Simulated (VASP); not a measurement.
CdTe:

```
CELL_PARAMETERS angstrom
0.00000 3.20500 3.20500
3.20500 0.00000 3.20500
3.20500 3.20500 0.00000
ATOMIC_POSITIONS crystal
Te 0.75000 0.75000 0.75000
Cd 0.00000 0.00000 0.00000
```

- Program: VASP 6.6.1
- Task: relaxation of cell and atoms
- Functional: revPBE
- Potentials or basis: VASP PAW PBE potentials, release 64 (Te, Cd)
- Cutoff: 600 eV
- k mesh: 7 × 7 × 7
- Occupations: fermi-dirac, width 0.05 eV
- Spin: no spin polarisation

At the start: pressure 5.6 GPa; volume 32.92 Å³/atom.

Task: Where does the relaxation end?

Result: Over 3 steps the energy falls by 71.2 meV/atom and the volume is 37.50 Å³/atom (+13.9 %); space group F-43m (No. 216, to 0.1 Å) before and after.

Step by step:
```tsv
step	energy change (eV)	largest force (eV/Å)	pressure (GPa)	volume (Å³)
1	0.0000	0.0000	5.62	65.84
2	-0.1353	0.0000	-0.91	77.47
3	-0.1424	0.0000	0.03	74.99
```

Final structure:
```
CELL_PARAMETERS angstrom
0.00000 3.34705 3.34705
3.34705 0.00000 3.34705
3.34705 3.34705 0.00000
ATOMIC_POSITIONS crystal
Te 0.75000 0.75000 0.75000
Cd 0.00000 0.00000 0.00000
```

Caveat: the PAW data sets were made with another functional, which shifts forces and pressure a little.
